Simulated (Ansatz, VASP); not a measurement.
One calculation of MgB2, two programs

Contents of INCAR:

```
SYSTEM = MgB2
PREC = Accurate
ENCUT = 600
EDIFF = 1E-6
ISMEAR = 0
SIGMA = 0.1
LREAL = .FALSE.
LASPH = .TRUE.
NELM = 80
ALGO = Normal
ISIF = 3
LWAVE = .FALSE.
LCHARG = .FALSE.
GGA = PE
IBRION = 2
NSW = 90
EDIFFG = -0.04
```

KPOINTS

```
regular mesh
0
G
  4 4 4
  0 0 0
```

Contents of POSCAR:

```
MgB2
1.0
    3.7551170683      0.0000000000      0.0000000000
    0.0000000000      3.7551170683      0.0000000000
    0.0000000000      0.0000000000      4.5257163496
Mg B
2 4
Direct
    0.0000000000      0.5000000000      0.1250000000
    0.5000000000      0.0000000000      0.8750000000
    0.5000000000      0.2500000000      0.1242964535
    0.5000000000      0.7500000000      0.1242964535
    0.2500000000      0.5000000000      0.8757035465
    0.7500000000      0.5000000000      0.8757035465
```

Input for Ansatz:

```yaml
crystal:
  lattice:
    - [3.7551170683, 0.0, 0.0]
    - [0.0, 3.7551170683, 0.0]
    - [0.0, 0.0, 4.5257163496]
  atoms:
    - { symbol: Mg, position: [0.0, 0.5, 0.125] }
    - { symbol: Mg, position: [0.5, 0.0, 0.875] }
    - { symbol: B, position: [0.5, 0.25, 0.1242964535] }
    - { symbol: B, position: [0.5, 0.75, 0.1242964535] }
    - { symbol: B, position: [0.25, 0.5, 0.8757035465] }
    - { symbol: B, position: [0.75, 0.5, 0.8757035465] }
basis:
  ecutwfc: 420
kpoints:
  mp_grid: { grid: [4, 4, 4] }
hamiltonian:
  xc: pbe
scf:
  occupations: { method: gaussian, width: 0.1 }
  lower_state_search: "off"
output:
  forces: true
  stress: true
  eigenvalues: true
relax:
  adjacent_minimum: "off"
  f_tol: 0.04
  max_steps: 70
  cell: { stress_tol: 0.4 }
```

Alike in both runs: task relaxation of cell and atoms; functional PBE; k mesh 4 × 4 × 4; occupations gaussian, width 0.1 eV; no spin polarisation.

|  | VASP | Ansatz |
| --- | --- | --- |
| version | VASP 6.6.1 | Ansatz 0.2.0 |
| potentials or method | VASP PAW PBE potentials, release 64 (Mg, B), cutoff 600 eV | scalar-relativistic, plane waves, PAW |
| valence electrons in the cell | 16 | 32 |

```csv
,VASP,Ansatz,Ansatz less VASP
"gap on the k mesh at the Fermi level, each at its own relaxed structure (eV)",none,none,-
relaxed volume (Å³/atom),10.91,12.94,+2.031
relaxed length of the cell vector where the two differ most in proportion (Å),5.121,7.004,+1.8826
```

A gap of «none» marks a metal or a gap that the smearing closes. One of these differences is far larger than is usual between the two programs; its cause wasn't traced. VASP's potentials hold 16 valence electrons a cell and Ansatz's 32, so a difference there can come from the potentials and not from the codes.

The k mesh is coarse, so the values compare programs but aren't converged.
